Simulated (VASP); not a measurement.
Write the native input for VASP 6.6.1 that does the following.

```yaml
Task: single point
Functional: PBEsol
Potentials_or_basis: VASP PAW PBE potentials, release 64 (Ni_sv_GW, O)
Cutoff: 700 eV
k_mesh: 8 × 8 × 8
Occupations: gaussian, width 0.05 eV
Spin: collinear spin, ferromagnetic start
Starting_moments: "[2.0, 0.0] μB"
Hubbard_terms: Ni d U = 3.0 eV, J = 0.7 eV
Dipole_correction: no
LDAUTYPE: 1
Hund's_J: 0.7
Further_INCAR_settings: ALGO = Normal; EDIFF = 1e-06; NBANDS = 23
```

The structure of NiO lies in POSCAR:

```
NiO
1.0
    0.0000000000      2.0913095100      2.0913095100
    2.0913095100      0.0000000000      2.0913095100
    2.0913095100      2.0913095100      0.0000000000
Ni O
1 1
Direct
    0.0000000000      0.0000000000      0.0000000000
    0.5000000000      0.5000000000      0.5000000000
```

One way to write it, as run:

INCAR

```
ALGO = Normal
EDIFF = 1E-6
ENCUT = 700
GGA = PS
GGA_COMPAT = False
ISIF = 2
ISMEAR = 0
ISPIN = 2
LASPH = True
LCHARG = False
LDAU = True
LDAUJ = 0.7 0
LDAUL = 2 -1
LDAUPRINT = 1
LDAUTYPE = 1
LDAUU = 3 0
LMAXMIX = 4
LORBIT = 11
LREAL = False
LWAVE = False
MAGMOM = 2 0
NBANDS = 23
NELM = 200
PREC = Accurate
SIGMA = 0.05
```

KPOINTS

```
k-points
0
Gamma
  8 8 8
```

Potentials or basis: VASP PAW PBE potentials, release 64 (Ni_sv_GW, O).

Launch:

```console
$ cat potpaw_PBE.64/Ni_sv_GW/POTCAR potpaw_PBE.64/O/POTCAR > POTCAR
$ mpirun -np 1 vasp_std > vasp.out
```

Results of the run:

```yaml
Pressure: -2.2 GPa
Band_gap_on_the_k_mesh: 0.71 eV (least direct gap 1.71 eV)
Net_moment: 2.00 μB per cell
Site_moments: Ni +1.69; O +0.26 μB
Valence_electrons_inside_the_program's_atomic_spheres: Ni 16.12; O 4.99
```

Caveat: the PAW data sets were made with another functional, which shifts forces and pressure a little; a cell with one magnetic atom can't hold antiferromagnetic order, which such compounds often take.

It took 40 s on 1 thread of AMD EPYC 9R45 96-Core Processor (Zen 5), on a shared host, peak memory 0.17 GiB.
